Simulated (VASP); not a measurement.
# CdS (Hawleyite) (F-43m) in VASP: a series of runs, part 2 of 2

VASP 6.6.1. Earlier steps stand in the parts before.

## (5) Single point, PBE

INCAR

```
PREC = Accurate
ENCUT = 520
EDIFF = 1E-7
ISMEAR = 0
SIGMA = 0.020999999999999998
LREAL = F
LASPH = T
NELM = 80
ALGO = Normal
ISIF = 2
LWAVE = F
LCHARG = F
GGA = PE
NBANDS = 16
```

KPOINTS

```
Automatic mesh
0
Gamma
  8 8 8
```

POSCAR

```
CdS
1.0
    0.0000000000      2.9165000000      2.9165000000
    2.9165000000      0.0000000000      2.9165000000
    2.9165000000      2.9165000000      0.0000000000
Cd S
1 1
Direct
    0.0000000000      0.0000000000      0.0000000000
    0.7500000000      0.7500000000      0.7500000000
```

Run with:

```sh
$ cat potpaw_PBE.64/Cd/POTCAR potpaw_PBE.64/S/POTCAR > POTCAR
$ mpirun -np 1 vasp_std > vasp.out
```

It took 28 s on 1 thread of Intel Xeon Platinum 8259CL at 2.50GHz (Skylake/Cascade Lake), shared host; peak memory 0.18 GiB.

It converged, with:

| Item | Value |
| --- | --- |
| Free energy | -6.1213 eV |
| Pressure | 3.2 GPa |
| Band gap on the k mesh | 1.15 eV, direct |

Levels at points of the mesh, in eV from the valence-band top:
```csv
k point,band 5,band 6,band 7,band 8,band 9,band 10,band 11,band 12,band 13,band 14
"(0.00, 0.00, 0.00)",-7.25,-7.25,0.00,0.00,0.00,1.15,6.55,6.55,6.55,11.44
"(0.50, 0.00, 0.00)",-7.21,-6.87,-4.40,-0.75,-0.75,3.02,7.01,7.01,7.48,11.09
"(0.50, 0.50, 0.00)",-7.16,-6.80,-3.95,-1.88,-1.88,3.55,4.35,9.23,10.78,10.78
```

As with any semilocal functional, this PBE gap is likely too small.

## (6) Single point, PBE

INCAR

```
SYSTEM = CdS
PREC = Accurate
ENCUT = 520
EDIFF = 1E-6
ISMEAR = 0
SIGMA = 0.023
LREAL = .False.
LASPH = .True.
NELM = 80
ALGO = Normal
ISIF = 2
LWAVE = .False.
LCHARG = .False.
GGA = PE
NBANDS = 16
```

KPOINTS

```
Automatic mesh
0
Gamma
  8 8 8
  0 0 0
```

POSCAR is that of step 5.

Potentials or basis: VASP PAW PBE potentials, release 64 (Cd, S).

Run with:

```sh
$ cat potpaw_PBE.64/Cd/POTCAR potpaw_PBE.64/S/POTCAR > POTCAR
$ mpirun -np 1 vasp_std > vasp.out
```

OUTCAR:

```text
SYSTEM = CdS
   PREC = Accurate
   ENCUT = 520
   EDIFF = 1E-6
   ISMEAR = 0
   LREAL = .False.
   LASPH = .True.
   NELM = 80
   ISIF = 2
   GGA = PE

 ion  position               nearest neighbor table
   1  0.000  0.000  0.000-   2 2.53   2 2.53   2 2.53   2 2.53
   2  0.750  0.750  0.750-   1 2.53   1 2.53   1 2.53   1 2.53

  LATTYP: Found a face centered cubic cell.
 ALAT       =     5.8330000000

  Lattice vectors:

 A1 = (   0.0000000000,   2.9165000000,   2.9165000000)
 A2 = (   2.9165000000,   0.0000000000,   2.9165000000)
 A3 = (   2.9165000000,   2.9165000000,   0.0000000000)

Analysis of symmetry for initial positions (statically):
=====================================================================
 Subroutine PRICEL returns:
 Original cell was already a primitive cell.

 Routine SETGRP: Setting up the symmetry group for a
 face centered cubic supercell.

 Subroutine GETGRP returns: Found 24 space group operations
 (whereof 24 operations were pure point group operations)
 out of a pool of 48 trial point group operations.

The static configuration has the point symmetry T_d .

Analysis of symmetry for dynamics (positions and initial velocities):
=====================================================================
 Subroutine PRICEL returns:
 Original cell was already a primitive cell.

 Routine SETGRP: Setting up the symmetry group for a
 face centered cubic supercell.

 Subroutine GETGRP returns: Found 24 space group operations
 (whereof 24 operations were pure point group operations)
 out of a pool of 48 trial point group operations.

The dynamic configuration has the point symmetry T_d .

 Subroutine INISYM returns: Found 24 space group operations
 (whereof 24 operations are pure point group operations),
 and found     1 'primitive' translations
[... 103 lines left out ...]
   POTIM  = 0.5000    time-step for ionic-motion
   TEBEG  =    0.0;   TEEND  =   0.0 temperature during run
   PSTRESS=    0.0 pullay stress
   NELECT =      18.0000    total number of electrons
   NUPDOWN=      -1.0000    fix difference up-down
   EMIN   =  10.00;   EMAX   =-10.00  energy-range for DOS
   EFERMI =   0.00;   METHOD = LEGACY
   ISMEAR =     0;   SIGMA  =   0.02  broadening in eV -4-tet -1-fermi 0-gaus
   EFERMI_NEDOS =   21; number of points for ismear=-14 and -15
   IALGO  =     38    algorithm
   IMIX   =      4    mixing-type and parameters
     AMIX     =   0.40;   BMIX     =  1.00
     AMIX_MAG =   1.60;   BMIX_MAG =  1.00
  volume/ion in A,a.u.               =      24.81       167.41
  Fermi-wavevector in a.u.,A,eV,Ry     =   1.167599  2.206442 18.548649  1.363287
  Thomas-Fermi vector in A             =   2.304097
   LORBIT       =      0    0 simple, 1 ext, 2 COOP (PROOUT), +10 PAW based schemes
   GGA     = PE    functional components
   LHFCALC =     F    Hartree Fock is set to
   AEXX    =    0.0000 exact exchange contribution
   IVDW    =     0    specifies the selected vdW correction
   LEPSILON=     F    determine dielectric tensor
   LRPA    =     F    only Hartree local field effects (RPA)
 non-spin polarized calculation
 Gauss-broadening in eV      SIGMA  =   0.02
  energy-cutoff  :      520.00
  volume of cell :       49.62
 maximum number of plane-waves:      1363
   NGX = 15   NGY = 15   NGZ = 15

 number of electron      18.0000004 magnetization

 Free energy of the ion-electron system (eV)
  ---------------------------------------------------
  ext. energy  EPLUGINS =         0.00000000
  ---------------------------------------------------
  free energy    TOTEN  =        -6.12127790 eV

  energy without entropy =       -6.12127790  energy(sigma->0) =       -6.12127790

 E-fermi :   1.4114     XC(G=0):  -9.1497

 val. band max:        1.3143359555   @ k =   0.0000   0.0000   0.0000
 cond. band min:       2.4640910154   @ k =   0.0000   0.0000   0.0000
 fundamental gap:      1.1497550599
 Fermi energy:         1.4113824864

 k-point     1 :       0.0000    0.0000    0.0000
  band No.  band energies     occupation
      1     -11.0554      2.00000
      2      -6.4138      2.00000
      3      -6.4138      2.00000
      4      -6.4138      2.00000
      5      -5.9339      2.00000
      6      -5.9339      2.00000
[... 433 lines left out ...]
      3      -6.2116      2.00000
      4      -5.9596      2.00000
      5      -5.9071      2.00000
      6      -5.4397      2.00000
[... 8 lines left out ...]
     15      13.6170      0.00000
     16      14.4856      0.00000

 [... further k-points ...]
[... 5 lines left out ...]
  --------------------------------------------------------------------------------------
  -------------------------------------------------------------------------------------
  Total        0.9934896      0.9934896      0.9934896     -0.0000000      0.0000000      0.0000000
  in kB       32.0817440     32.0817440     32.0817440     -0.0000000      0.0000000      0.0000000
  external PRESSURE =      32.0817440 kB  Pullay stress =       0.0000000 kB

 VOLUME and BASIS-vectors are now :
 -----------------------------------------------------------------------------
  energy-cutoff  :      520.00
  volume of cell :       49.62
      direct lattice vectors                 reciprocal lattice vectors
     0.000000000  2.916500000  2.916500000    -0.171438368  0.171438368  0.171438368
     2.916500000  0.000000000  2.916500000     0.171438368 -0.171438368  0.171438368
     2.916500000  2.916500000  0.000000000     0.171438368  0.171438368 -0.171438368

 POSITION                                       TOTAL-FORCE (eV/Angst)
 -----------------------------------------------------------------------------------
      0.00000      0.00000      0.00000        -0.000000     -0.000000      0.000000
      4.37475      4.37475      4.37475         0.000000      0.000000     -0.000000
 -----------------------------------------------------------------------------------
    total drift:                                0.000000      0.000000      0.000000

  FREE ENERGIE OF THE ION-ELECTRON SYSTEM (eV)
  ---------------------------------------------------
  free  energy   TOTEN  =        -6.1212779008 eV

  energy  without entropy=       -6.1212779008  energy(sigma->0) =       -6.12127790
```

OSZICAR:

```text
N       E                     dE             d eps       ncg     rms          rms(c)
DAV:   1     0.108360084575E+03    0.10836E+03   -0.91209E+03   952   0.103E+03
DAV:   2    -0.245418683914E+01   -0.11081E+03   -0.10478E+03  1152   0.252E+02
DAV:   3    -0.663963095065E+01   -0.41854E+01   -0.41784E+01  1088   0.511E+01
DAV:   4    -0.666513072637E+01   -0.25500E-01   -0.25497E-01  1224   0.394E+00
DAV:   5    -0.666547005159E+01   -0.33933E-03   -0.33932E-03  1104   0.426E-01    0.812E+00
DAV:   6    -0.614023971352E+01    0.52523E+00   -0.83505E-01  1384   0.116E+01    0.652E+00
DAV:   7    -0.612086997562E+01    0.19370E-01   -0.19821E-01  1152   0.304E+00    0.316E+00
DAV:   8    -0.612116513960E+01   -0.29516E-03   -0.18301E-02  1104   0.172E+00    0.310E-01
DAV:   9    -0.612108427733E+01    0.80862E-04   -0.21505E-03  1088   0.690E-01    0.579E-02
DAV:  10    -0.612120281041E+01   -0.11853E-03   -0.24600E-04  1144   0.163E-01    0.661E-02
DAV:  11    -0.612128479809E+01   -0.81988E-04   -0.12697E-04  1040   0.913E-02    0.211E-02
DAV:  12    -0.612127692535E+01    0.78727E-05   -0.25647E-05  1272   0.664E-02    0.102E-02
DAV:  13    -0.612127823534E+01   -0.13100E-05   -0.45860E-06  1072   0.129E-02    0.133E-02
DAV:  14    -0.612127790079E+01    0.33455E-06   -0.35801E-07   824   0.346E-03
   1 F= -.61212779E+01 E0= -.61212779E+01  d E =-.140944E-11
```

stdout:

```text
POSCAR found type information on POSCAR CdS
 POSCAR found :  2 types and       2 ions
 scaLAPACK will be used
 LDA part: xc-table for (Slater+PW92), standard interpolation
 POSCAR, INCAR and KPOINTS ok, starting setup
 FFT: planning ... GRIDC
 FFT: planning ... GRID_SOFT
 FFT: planning ... GRID
 WAVECAR not read
 entering main loop
```

It took 23 s on 1 thread of Intel Xeon Platinum 8259CL at 2.50GHz (Skylake/Cascade Lake), shared host; peak memory 0.18 GiB.

Results:

| Property | Result |
| --- | --- |
| Free energy | -6.1213 eV |
| Pressure | 3.2 GPa |
| Band gap on the k mesh | 1.15 eV, direct |

## (7) Overview

| smearing | gap on the mesh (eV) | pressure (GPa) |
| --- | --- | --- |
| gaussian 0.017 eV | 1.15 | 3.2 |
| gaussian 0.018 eV | 1.15 | 3.2 |
| gaussian 0.019 eV | 1.15 | 3.2 |
| gaussian 0.021 eV | 1.15 | 3.2 |
| gaussian 0.023 eV | 1.15 | 3.2 |

Alike in all rows: task single point; level PBE; potentials or basis VASP PAW PBE potentials, release 64 (Cd, S); no spin polarisation; cell as given; k mesh 8 × 8 × 8; cutoff (eV) 520.

On the cell as given the gap runs from 1.15 eV (PBE) to 1.15 eV (PBE).

Total energies depend on the potentials used, so only differences within one code and one set of settings carry meaning.
